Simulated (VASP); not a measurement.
Write the native input for VASP 6.6.1 that does the following.

```
Task                   : single point
Functional             : PBE
Potentials or basis    : VASP PAW PBE potentials, release 64 (Mg)
Cutoff                 : 520 eV
k mesh                 : 18 × 18 × 18
Occupations            : gaussian, width 0.15 eV
Spin                   : no spin polarisation
Dipole correction      : no
Further INCAR settings : ALGO = Normal; EDIFF = 1e-06; NBANDS = 7
```

The structure of Mg lies in POSCAR:

```
Mg
1.0
   -1.7395251624      1.7727644967      1.7395251624
    1.8060038310     -1.7727644967      1.8060038310
    1.7395251624      1.7727644967     -1.7395251624
Mg
1
Direct
    0.0000000000      0.0000000000      0.0000000000
```

This cell differs from its parent crystal: strain +0.0375 x Voigt [0, 0, 0, 0, 1, 0].

The input as run:

INCAR

```
PREC     = Accurate       # precision mode
ENCUT    = 520            # plane-wave cutoff, eV
EDIFF    = 1E-6           # SCF threshold, eV
ISMEAR   = 0              # smearing method
SIGMA    = 0.15           # smearing width, eV
LREAL    = False          # projectors in reciprocal space
LASPH    = True           # aspherical terms in the spheres
NELM     = 60             # most SCF steps
ALGO     = Normal         # electronic algorithm
ISIF     = 2              # what is computed and relaxed
LWAVE    = False          # write WAVECAR
LCHARG   = False          # write CHGCAR
GGA      = PE             # functional
NBANDS   = 7              # bands
```

KPOINTS

```
Automatic mesh
0
Gamma
  18 18 18
```

Potentials or basis: VASP PAW PBE potentials, release 64 (Mg).

Run with:

```sh
$ cat potpaw_PBE.64/Mg/POTCAR > POTCAR
$ mpirun -np 1 vasp_std > vasp.out
```

Results of the run:

| Quantity | Value |
| --- | --- |
| Pressure | 1.0 GPa |
| Band gap on the k mesh | zero (band 1 reaches 6.65 eV, above the bottom of band 2 at 1.64 eV) |

Caveat: the cell differs from its parent crystal (strain +0.0375 x Voigt [0, 0, 0, 0, 1, 0]).

Wall time 44 s on 1 thread of Intel(R) Xeon(R) Platinum 8259CL CPU @ 2.50GHz (Skylake/Cascade Lake), on a shared host, peak memory 0.25 GiB.
